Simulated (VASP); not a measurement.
LiH: relaxation of cell and atoms with PBE

LiH:

```
Li H
1.0
     2.51079    0.00000    0.00000
     0.00000    2.51079    0.00000
     0.00000    0.00000    2.51079
Li H
1 1
Direct
  0.50000 0.50000 0.50000
  0.00000 0.00000 0.00000
```

```yaml
Program: VASP 6.6.1
Task: relaxation of cell and atoms
Functional: PBE
Potentials_or_basis: VASP PAW PBE potentials, release 64 (Li_sv, H)
Cutoff: 600 eV
k_mesh: 12 × 12 × 12
Occupations: gaussian, width 0.02 eV
Spin: no spin polarisation
Dipole_correction: no
Further_INCAR_settings: ALGO = Normal; EDIFF = 1e-07; IBRION = 2; EDIFFG = -0.01; NSW = 100; ISIF = 3
```

The relaxed volume is 7.84 Å³/atom and the relaxed cell is a = 2.503 Å, b = 2.503 Å, c = 2.503 Å, α = 90.00°, β = 90.00°, γ = 90.00°. The space group after relaxing (to 0.05 Å) is Pm-3m (No. 221). The energy gained by relaxing is 0.1 meV/atom. The ionic steps are 3 and the pressure after relaxing is 0.0 GPa. The band gap on the k mesh is 0.73 eV, indirect (least direct gap 4.21 eV).

Step by step:
| step | energy change (eV) | largest force (eV/Å) | pressure (GPa) | volume (Å³) |
| --- | --- | --- | --- | --- |
| 1 | 0.0000 | 0.0000 | -0.35 | 15.83 |
| 2 | -0.0001 | 0.0000 | -0.26 | 15.79 |
| 3 | -0.0002 | 0.0000 | -0.01 | 15.68 |

Final structure:
```
CELL_PARAMETERS angstrom
2.50268 0.00000 0.00000
0.00000 2.50268 0.00000
0.00000 0.00000 2.50268
ATOMIC_POSITIONS crystal
Li 0.50000 0.50000 0.50000
H 0.00000 0.00000 0.00000
```

Levels at points of the mesh, in eV from the valence-band top:
```
           k point  band 1  band 2  band 3  band 4  band 5
(0.00, 0.00, 0.00)  -48.11   -8.83   11.96   11.96   11.96
(0.50, 0.00, 0.00)  -48.06   -6.59    0.73   11.42   16.25
(0.50, 0.50, 0.00)  -48.01   -2.67    1.54    1.54    9.11
(0.50, 0.50, 0.50)  -47.97    0.00    6.42    6.42    6.42
```

Run time: 5.3 s on 1 thread of Intel(R) Xeon(R) 6975P-C (Granite Rapids) (shared host), peak memory 0.12 GiB.

Caveat: the cutoff is under 1.25 times the usual one of these potentials, so pressure, stress and relaxed cells hold a basis-set (Pulay) error. A k mesh can miss the band edges.
